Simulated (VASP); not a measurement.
# C (P6_3/mmc) in VASP: a series of runs

Runs on C. Level: PBE. Tasks: electric field gradients.

Everything below comes from runs of VASP 6.6.1. Logs are shortened: lines on timing, memory, paths and dates and some standing lists are left out, and cuts for length are marked.

## Step 1: The cell of the first run

Symmetry: P6_3/mmc, No. 194, hexagonal system. Conventional cell: a = 2.130 Å, b = 2.130 Å, c = 3.541 Å, α = 90.00°, β = 90.00°, γ = 120.00°. C (site symmetry -6m2) has 12 C at 2.13 to 2.16 Å within 2.8 Å.

## Step 2: Electric field gradients, PBE

INCAR reads:

```
PREC = Accurate
ENCUT = 520
EDIFF = 1E-8
ISMEAR = -1
SIGMA = 0.03
LREAL = False
LASPH = True
NELM = 120
ALGO = Normal
ISIF = 2
LWAVE = False
LCHARG = False
GGA = PE
LEFG = True
NBANDS = 11
GGA_COMPAT = False
```

KPOINTS reads:

```
Automatic mesh
0
Gamma
  17 17 9
```

POSCAR reads:

```
C
1.0
    2.1302003983      0.0000000000      0.0000000000
   -1.0651001991      1.8448076601      0.0000000000
    0.0000000000      0.0000000000      3.5414822596
C
2
Direct
    0.3333333333      0.6666666667      0.2500000000
    0.6666666667      0.3333333333      0.7500000000
```

Potentials or basis: VASP PAW PBE potentials, release 64 (C).

Launch:

```console
$ cat potpaw_PBE.64/C/POTCAR > POTCAR
$ mpirun -np 1 vasp_std > vasp.out
```

OUTCAR:

```text
PREC = Accurate
   ENCUT = 520
   EDIFF = 1E-8
   ISMEAR = -1
   LREAL = False
   LASPH = True
   NELM = 120
   ISIF = 2
   GGA = PE

 ion  position               nearest neighbor table
   1  0.333  0.667  0.250-
   2  0.667  0.333  0.750-

  LATTYP: Found a hexagonal cell.
 ALAT       =     2.1302003983
 C/A-ratio  =     1.6625113123

  Lattice vectors:

 A1 = (   2.1302003983,   0.0000000000,   0.0000000000)
 A2 = (  -1.0651001991,   1.8448076601,   0.0000000000)
 A3 = (   0.0000000000,   0.0000000000,   3.5414822596)

Analysis of symmetry for initial positions (statically):
=====================================================================
 Subroutine PRICEL returns:
 Original cell was already a primitive cell.

 Routine SETGRP: Setting up the symmetry group for a
 hexagonal supercell.

 Subroutine GETGRP returns: Found 24 space group operations
 (whereof 12 operations were pure point group operations)
 out of a pool of 24 trial point group operations.

The static configuration has the point symmetry D_3d.
 The point group associated with its full space group is D_6h.

Analysis of symmetry for dynamics (positions and initial velocities):
=====================================================================
 Subroutine PRICEL returns:
 Original cell was already a primitive cell.

 Routine SETGRP: Setting up the symmetry group for a
 hexagonal supercell.

 Subroutine GETGRP returns: Found 24 space group operations
 (whereof 12 operations were pure point group operations)
 out of a pool of 24 trial point group operations.

The dynamic configuration has the point symmetry D_3d.
 The point group associated with its full space group is D_6h.

 Subroutine INISYM returns: Found 24 space group operations
 (whereof 12 operations are pure point group operations),
 and found     1 'primitive' translations

----------------------------------------------------------------------------------------

                                     Primitive cell

  volume of cell :      13.9174

  direct lattice vectors                    reciprocal lattice vectors
     2.130200398  0.000000000  0.000000000     0.469439401  0.271030965  0.000000000
    -1.065100199  1.844807660  0.000000000     0.000000000  0.542061930  0.000000000
     0.000000000  0.000000000  3.541482260     0.000000000  0.000000000  0.282367643

  length of vectors
     2.130200398  2.130200398  3.541482260     0.542061930  0.542061930  0.282367643

  position of ions in fractional coordinates (direct lattice)
     0.333333333  0.666666667  0.250000000
     0.666666667  0.333333333  0.750000000

  ion indices of the primitive-cell ions
   primitive index   ion index
                 1           1
                 2           2

----------------------------------------------------------------------------------------

 KPOINTS: Automatic mesh

Automatic generation of k-mesh.
 Grid dimensions read from file:
 generate k-points for:   17   17    9

 Generating k-lattice:

  Cartesian coordinates                     Fractional coordinates (reciprocal lattice)
     0.027614082  0.015942998  0.000000000     0.058823529  0.000000000  0.000000000
     0.000000000  0.031885996  0.000000000     0.000000000  0.058823529  0.000000000
     0.000000000  0.000000000  0.031374183     0.000000000  0.000000000  0.111111111

  Length of vectors
     0.031885996  0.031885996  0.031374183

  Shift w.r.t. Gamma in fractional coordinates (k-lattice)
     0.000000000  0.000000000  0.000000000

 Subroutine IBZKPT returns following result:
 ===========================================

 Found    165 irreducible k-points:

 Following reciprocal coordinates:
            Coordinates               Weight
  0.000000  0.000000  0.000000      1.000000
  0.058824 -0.000000  0.000000      6.000000
  0.117647 -0.000000  0.000000      6.000000
  0.176471 -0.000000  0.000000      6.000000
  0.235294 -0.000000  0.000000      6.000000
  0.294118  0.000000  0.000000      6.000000
[... 16 lines left out ...]
  0.411765  0.117647  0.000000     12.000000
  0.176471  0.176471  0.000000      6.000000
 [... further k-points ...]
   k-points           NKPTS =    165   k-points in BZ     NKDIM =    165   number of bands    NBANDS=     11
   number of dos      NEDOS =    301   number of ions     NIONS =      2
   total plane-waves  NPLWV =   7168
   dimension x,y,z NGX =    16 NGY =   16 NGZ =   28
   dimension x,y,z NGXF=    32 NGYF=   32 NGZF=   56
   ions per type =               2
   NGX,Y,Z   is equivalent  to a cutoff of  12.49, 12.49, 13.14 a.u.
   NGXF,Y,Z  is equivalent  to a cutoff of  24.97, 24.97, 26.29 a.u.
 SYSTEM =  unknown system
   PREC   = accura    normal or accurate (medium, high low for compatibility)
   ISTART =      0    job   : 0-new  1-cont  2-samecut
   ICHARG =      2    charge: 1-file 2-atom 10-const
   ISPIN  =      1    spin polarized calculation?
   LNONCOLLINEAR =      F non collinear calculations
   LSORBIT =      F    spin-orbit coupling
   LASPH  =      T    aspherical Exc in radial PAW
   ENCUT  =  520.0 eV  38.22 Ry    6.18 a.u.   3.96  3.96  6.58*2*pi/ulx,y,z
   NELM   =    120;   NELMIN=  2; NELMDL= -5     # of ELM steps
   EDIFF  = 0.1E-07   stopping-criterion for ELM
   LREAL  =      F    real-space projection
   EDIFFG = 0.1E-06   stopping-criterion for IOM
   NSW    =      0    number of steps for IOM
   IBRION =     -1    ionic relax: 0-MD 1-quasi-New 2-CG
   NFREE  =      0    steps in history (QN), initial steepest desc. (CG)
   ISIF   =      2    stress and relaxation
   ISYM   =      2    0-nonsym 1-usesym 2-fastsym
   POTIM  = 0.5000    time-step for ionic-motion
   TEBEG  =    0.0;   TEEND  =   0.0 temperature during run
   PSTRESS=    0.0 pullay stress
   NELECT =       8.0000    total number of electrons
   NUPDOWN=      -1.0000    fix difference up-down
   EMIN   =  10.00;   EMAX   =-10.00  energy-range for DOS
   EFERMI =   0.00;   METHOD = LEGACY
   ISMEAR =    -1;   SIGMA  =   0.03  broadening in eV -4-tet -1-fermi 0-gaus
   EFERMI_NEDOS =   21; number of points for ismear=-14 and -15
   IALGO  =     38    algorithm
   IMIX   =      4    mixing-type and parameters
     AMIX     =   0.40;   BMIX     =  1.00
     AMIX_MAG =   1.60;   BMIX_MAG =  1.00
  volume/ion in A,a.u.               =       6.96        46.96
  Fermi-wavevector in a.u.,A,eV,Ry     =   1.361192  2.572279 25.209456  1.852843
  Thomas-Fermi vector in A             =   2.487789
   LORBIT       =      0    0 simple, 1 ext, 2 COOP (PROOUT), +10 PAW based schemes
   GGA     = PE    functional components
[... 5 lines left out ...]
 non-spin polarized calculation
  energy-cutoff  :      520.00
  volume of cell :       13.92
 maximum number of plane-waves:       386
 NGX is ok and might be reduce to    16
   NGX =  7   NGY =  7   NGZ = 13

 number of electron       8.0000000 magnetization

 Free energy of the ion-electron system (eV)
  ---------------------------------------------------
  ext. energy  EPLUGINS =         0.00000000
  ---------------------------------------------------
  free energy    TOTEN  =        -9.48133794 eV

  energy without entropy =       -9.47977012  energy(sigma->0) =       -9.48055403

 E-fermi :   8.1635     XC(G=0): -12.9297

 val. band max:        8.1542409902   @ k =   0.2941   0.2941   0.1111
 cond. band min:       8.1844759987   @ k =   0.3529   0.1765   0.4444
 fundamental gap:      0.0302350085
 Fermi energy:         8.1635036471

 k-point     1 :       0.0000    0.0000    0.0000
  band No.  band energies     occupation
      1     -11.1399      2.00000
      2      -1.6835      2.00000
      3      -0.9335      2.00000
      4      15.0071      0.00000
      5      15.0071      0.00000
      6      16.3724      0.00000
      7      16.6945      0.00000
      8      16.6945      0.00000
      9      33.6288      0.00000
     10      37.0877      0.00000
     11      37.7797      0.00000

 k-point     2 :       0.0588   -0.0000    0.0000
  band No.  band energies     occupation
      1     -11.0117      2.00000
      2      -1.5754      2.00000
      3      -0.8023      2.00000
      4      14.4810      0.00000
      5      14.7645      0.00000
      6      16.3234      0.00000
      7      16.4833      0.00000
      8      16.6819      0.00000
      9      33.6443      0.00000
     10      35.1659      0.00000
     11      38.1630      0.00000

 k-point     3 :       0.1176   -0.0000    0.0000
  band No.  band energies     occupation
      1     -10.6276      2.00000
      2      -1.2518      2.00000
      3      -0.4103      2.00000
      4      13.0549      0.00000
      5      14.1667      0.00000
      6      15.8357      0.00000
      7      16.1576      0.00000
      8      16.5739      0.00000
      9      32.3334      0.00000
     10      34.3670      0.00000
     11      36.8317      0.00000

 k-point     4 :       0.1765   -0.0000    0.0000
  band No.  band energies     occupation
      1      -9.9886      2.00000
      2      -0.7144      2.00000
      3       0.2367      2.00000
      4      11.0220      0.00000
      5      13.4146      0.00000
      6      14.7854      0.00000
      7      15.8192      0.00000
      8      16.3179      0.00000
      9      30.1822      0.00000
     10      33.8665      0.00000
     11      34.6312      0.00000

 k-point     5 :       0.2353   -0.0000    0.0000
  band No.  band energies     occupation
      1      -9.0973      2.00000
      2       0.0336      2.00000
      3       1.1272      2.00000
      4       8.6518      0.00000
      5      12.6489      0.00000
      6      13.4175      0.00000
      7      15.2263      0.00000
      8      15.9560      0.00000
      9      28.2949      0.00000
     10      31.1492      0.00000
     11      34.7733      0.00000
[... 211 lines left out ...]
 k-point    21 :       0.2941    0.1176    0.0000
  band No.  band energies     occupation
      1      -6.1965      2.00000
      2       2.4489      2.00000
      3       3.8904      2.00000
      4       3.9574      2.00000
      5       8.9780      0.00000
      6      10.7496      0.00000
      7      12.9510      0.00000
      8      14.0440      0.00000
      9      26.4229      0.00000
     10      28.0081      0.00000
     11      34.9521      0.00000

 k-point    22 :       0.3529    0.1176    0.0000
  band No.  band energies     occupation
      1      -4.5836      2.00000
      2       1.5942      2.00000
      3       3.7742      2.00000
      4       5.2555      2.00000
      5       8.1935      0.53813
      6       9.3366      0.00000
      7      11.5951      0.00000
      8      13.7412      0.00000
      9      25.3013      0.00000
     10      27.4270      0.00000
     11      35.5737      0.00000

 k-point    23 :       0.4118    0.1176    0.0000
  band No.  band energies     occupation
      1      -2.7778      2.00000
      2      -0.5991      2.00000
      3       5.2386      2.00000
      4       6.3886      2.00000
      5       6.8416      2.00000
      6       8.7681      0.00000
      7      10.4388      0.00000
      8      13.5842      0.00000
      9      24.7576      0.00000
     10      27.1377      0.00000
     11      35.9023      0.00000

 k-point    24 :       0.1765    0.1765    0.0000
  band No.  band energies     occupation
      1      -7.7037      2.00000
      2       1.1993      2.00000
      3       2.4896      2.00000
      4       7.4128      2.00000
      5       8.7507      0.00000
      6      13.1502      0.00000
      7      13.8137      0.00000
      8      14.2884      0.00000
      9      28.2315      0.00000
     10      30.4875      0.00000
     11      32.9747      0.00000

 [... further k-points ...]
[... 5 lines left out ...]
  --------------------------------------------------------------------------------------
  -------------------------------------------------------------------------------------
  Total        0.0060766      0.0060766      0.0079899      0.0000000      0.0000000      0.0000000
  in kB        0.6995469      0.6995469      0.9198080      0.0000000      0.0000000      0.0000000
  external PRESSURE =       0.7729673 kB  Pullay stress =       0.0000000 kB

 VOLUME and BASIS-vectors are now :
 -----------------------------------------------------------------------------
  energy-cutoff  :      520.00
  volume of cell :       13.92
      direct lattice vectors                 reciprocal lattice vectors
     2.130200398  0.000000000  0.000000000     0.469439401  0.271030965  0.000000000
    -1.065100199  1.844807660  0.000000000     0.000000000  0.542061930  0.000000000
     0.000000000  0.000000000  3.541482260     0.000000000  0.000000000  0.282367643

 POSITION                                       TOTAL-FORCE (eV/Angst)
 -----------------------------------------------------------------------------------
     -0.00000      1.22987      0.88537        -0.000000      0.000000      0.000000
      1.06510      0.61494      2.65611         0.000000     -0.000000      0.000000
 -----------------------------------------------------------------------------------
    total drift:                               -0.000000      0.000000     -0.000000

  FREE ENERGIE OF THE ION-ELECTRON SYSTEM (eV)
  ---------------------------------------------------
  free  energy   TOTEN  =        -9.4813379386 eV

  energy  without entropy=       -9.4797701238  energy(sigma->0) =       -9.48055403

 Electric field gradients (V/A^2)
---------------------------------------------------------------------
 ion       V_xx      V_yy      V_zz      V_xy      V_xz      V_yz
---------------------------------------------------------------------
   1       0.702     0.702    -1.405    -0.000     0.000    -0.000
   2       0.702     0.702    -1.405    -0.000    -0.000     0.000
---------------------------------------------------------------------

 Electric field gradients after diagonalization (V/A^2)
 (convention: |V_zz| > |V_xx| > |V_yy|)
----------------------------------------------------------------------
 ion       V_xx      V_yy      V_zz     asymmetry (V_yy - V_xx)/ V_zz
----------------------------------------------------------------------
   1       0.702     0.702    -1.405       0.000
   2       0.702     0.702    -1.405       0.000
----------------------------------------------------------------------

           NMR quadrupolar parameters

 Cq : quadrupolar parameter    Cq=e*Q*V_zz/h
 eta: asymmetry parameters     (V_yy - V_xx)/ V_zz
 Q  : nuclear electric quadrupole moment in mb (millibarn)
----------------------------------------------------------------------
 ion       Cq(MHz)       eta       Q (mb)
----------------------------------------------------------------------
   1      -0.003       0.000       1.000
   2      -0.003       0.000       1.000
----------------------------------------------------------------------
```

Wall time 6.1 s (1 thread of Intel Xeon 6975P-C (Granite Rapids), shared host); peak memory 0.13 GiB.

Results:

| Quantity | Value |
| --- | --- |
| Free energy | -9.4813 eV |
| Pressure | 0.1 GPa |
| Band gap on the k mesh | zero (band 4 reaches 15.06 eV, above the bottom of band 5 at 4.30 eV) |

Levels at points of the mesh, in eV from the Fermi level:
```csv
k point,band 1,band 2,band 3,band 4,band 5,band 6,band 7,band 8,band 9
"(0.00, 0.00, 0.00)",-19.30,-9.85,-9.10,6.84,6.84,8.21,8.53,8.53,25.47
```

Electric field gradients, principal values (V/Å²):
| atom | least | middle | greatest (by size) |
| --- | --- | --- | --- |
| 1 C | 0.702 | 0.702 | -1.405 |
| 2 C | 0.702 | 0.702 | -1.405 |

Caveat: without QUAD_EFG the Cq values of the log hold for a quadrupole moment of 1 mb, not for the nuclei.

[end of part 1 of 2]
